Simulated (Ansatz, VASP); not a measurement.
Ta2N in VASP and in Ansatz

```
CELL_PARAMETERS angstrom
3.11286 0.00000 0.00000
-1.55643 2.69582 0.00000
0.00000 0.00000 4.86984
ATOMIC_POSITIONS crystal
Ta 0.33333 0.66667 0.25471
Ta 0.66667 0.33333 0.74529
N 0.00000 0.00000 0.00000
```

Alike in both runs: functional r2SCAN; k mesh 10 × 10 × 6; occupations fermi-dirac, width 0.05 eV; no spin polarisation; Hubbard terms Ta d U = 8.0 eV.

|  | VASP | Ansatz |
| --- | --- | --- |
| version | VASP 6.6.1 | Ansatz 0.2.0 |
| potentials or method | VASP PAW PBE potentials, release 64 (Ta_pv, N) | Ansatz PAW |
| plane-wave cutoff (eV) | 520 | 500 |
| valence electrons in the cell | 27 | 31 |
| task | single point | band structure |

```csv
,VASP,Ansatz,Ansatz less VASP
gap on the k mesh at the Fermi level (eV),none,none,-
pressure (GPa),19.8,11.7,-8.05
"traceless stress, the component that is largest in VASP (GPa)",7.03,14.85,+7.817
rms of the force components (eV/Å),0.542,0.137,-0.4053
```

VASP's potentials were made for PBE, not for r2SCAN. The programs project onto different local orbitals, so the same U acts differently, and such runs can settle in different states. Atom by atom the forces differ by 0.405 eV/Å (rms over components). A gap of «none» marks a metal or a gap that the smearing closes. VASP's potentials hold 27 valence electrons a cell and Ansatz's 31, so a difference there can come from the potentials and not from the codes.

Neither program's run includes spin-orbit coupling.
